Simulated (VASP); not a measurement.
Input of a VASP 6.6.1 run:

INCAR

```
SYSTEM = CrO2
ALGO = Normal
EDIFF = 1E-6
EDIFFG = -0.04
ENCUT = 600
GGA = PE
IBRION = 2
ISIF = 3
ISMEAR = 0
ISPIN = 2
LASPH = .True.
LCHARG = .False.
LMAXMIX = 4
LORBIT = 11
LREAL = .False.
LWAVE = .False.
MAGMOM = 3 0 0
NELM = 150
NSW = 90
PREC = Accurate
SIGMA = 0.1
```

Contents of KPOINTS:

```
k-points
0
Gamma
  6 6 6
  0 0 0
```

The input POSCAR:

```
CrO2
1.0
    2.9668849400      0.0000000000      0.0000000000
   -1.4834424700      2.5693977200      0.0000000000
    0.0000000000      0.0000000000      3.2950798800
Cr O
1 2
Direct
    0.0000000000      0.0000000000      0.0000000000
    0.3333333300      0.6666666700      0.5000000000
    0.6666666700      0.3333333300      0.5000000000
```

Potentials or basis: VASP PAW PBE potentials, release 64 (Cr_pv, O).

The run is started by

```sh
$ cat potpaw_PBE.64/Cr_pv/POTCAR potpaw_PBE.64/O/POTCAR > POTCAR
$ mpirun -np 1 vasp_std > vasp.out
```

Problem. Estimate the relaxed volume.

Solution. 9.28 Å³/atom.

Problem. Predict the net moment.

Solution. -2.83 μB per cell.

Problem. Predict the space group after relaxing (to 0.1 Å).

Solution. P6/mmm (No. 191).

Final structure:
```xyz
3
Lattice="3.4730 0.0000 0.0000 -1.7365 3.0077 0.0000 0.0000 0.0000 2.6655" Properties=species:S:1:pos:R:3 pbc="T T T"
Cr    0.0000    0.0000    0.0000
O     0.0000    2.0052    1.3328
O     1.7365    1.0026    1.3328
```

Caveat: the k points lie up to 0.39 Å⁻¹ apart in the final cell; a cell axis changed by over 15 % at a fixed basis, so the end point is rough; a cell with one magnetic atom can't hold antiferromagnetic order, which such compounds often take.
